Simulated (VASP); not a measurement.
Input of a VASP 6.6.1 run:

Contents of INCAR:

```
SYSTEM = Pb
ALGO = Normal
EDIFF = 1E-6
ENCUT = 500
GGA_COMPAT = .FALSE.
ISIF = 2
ISMEAR = 0
LASPH = .TRUE.
LCHARG = .FALSE.
LORBIT = 11
LORBMOM = .TRUE.
LREAL = .FALSE.
LSORBIT = .TRUE.
LWAVE = .FALSE.
MAGMOM = 0 0 0
NBANDS = 25
NELM = 200
PREC = Accurate
SIGMA = 0.01
```

KPOINTS

```
k-points
0
G
  9 9 9
  0 0 0
```

File POSCAR:

```
Pb
1.0
   -2.0057107050      2.0057107050      2.0057107050
    2.0057107050     -2.0057107050      2.0057107050
    2.0057107050      2.0057107050     -2.0057107050
Pb
1
Direct
    0.0000000000      0.0000000000      0.0000000000
```

Potentials or basis: VASP PAW LDA potentials, release 64 (Pb_d).

Command:

```bash
$ cat potpaw_LDA.64/Pb_d/POTCAR > POTCAR
$ mpirun -np 1 vasp_ncl > vasp.out
```

Problem. Estimate the pressure.

Solution. -3.5 GPa.

Problem. Predict the net moment.

Solution. 0.00 μB per cell.

Moments on the atoms (μB; x, y, z):
```
Pb  0.00 0.00 0.00
```

Caveat: the cell stands under tension.
